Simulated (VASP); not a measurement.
Write the native input for VASP 6.6.1 that does the following.

```
Task                   : single point
Functional             : PBE
Potentials or basis    : VASP PAW PBE potentials, release 64 (Cd_sv_GW, C)
Cutoff                 : 700 eV
k mesh                 : 6 × 6 × 4
Occupations            : gaussian, width 0.1 eV
Spin                   : collinear spin
Starting moments       : [0.0, 0.0, 1.0] μB
Dipole correction      : no
Further INCAR settings : ALGO = Normal; EDIFF = 1e-06; NBANDS = 33
```

The structure of Cd2C lies in POSCAR:

```
Cd2C
1.0
    3.8571599500      0.0000000000      0.0000000000
   -1.9285799800      3.3403985100      0.0000000000
    0.0000000000      0.0000000000      4.6583432900
Cd C
2 1
Direct
    0.3333333300      0.6666666700      0.0435316500
    0.6666666700      0.3333333300      0.0435316500
    0.0000000000      0.0000000000      0.7633385900
```

The cell was generated, and may not be a known phase.

One way to write it, as run:

INCAR

```
SYSTEM = Cd2C
PREC = Accurate ; ENCUT = 700
EDIFF = 1E-6 ; ISMEAR = 0
SIGMA = 0.1 ; LREAL = .False.
LASPH = .True. ; NELM = 200
ALGO = Normal ; ISIF = 2
LWAVE = .False. ; LCHARG = .False.
ISPIN = 2 ; MAGMOM = 0 0 1
LORBIT = 11 ; GGA = PE
NBANDS = 33 ; GGA_COMPAT = .False.
```

KPOINTS

```
Automatic mesh
0
Gamma
  6 6 4
  0 0 0
```

Potentials or basis: VASP PAW PBE potentials, release 64 (Cd_sv_GW, C).

The run is started by

```bash
$ cat potpaw_PBE.64/Cd_sv_GW/POTCAR potpaw_PBE.64/C/POTCAR > POTCAR
$ mpirun -np 1 vasp_std > vasp.out
```

It gave:

```json
{
 "Pressure": "37.2 GPa",
 "Largest force": "1.693 eV/Å",
 "Net moment": "0.13 μB per cell",
 "Site moments": "Cd +0.00; C +0.06 μB",
 "Valence electrons inside the program's atomic spheres": "Cd 17.97; C 2.09"
}
```

Caveat: the stress differs along the axes, from -10 to 61 GPa; a moment this small can come from the mesh or the smearing; forces of over 1 eV/Å act on the atoms, so gaps and moduli don't describe the material at rest.

It took 5.4 min on 1 thread of AMD EPYC 7R43 64-Core Processor (Zen 3) (shared host), peak memory 0.27 GiB.
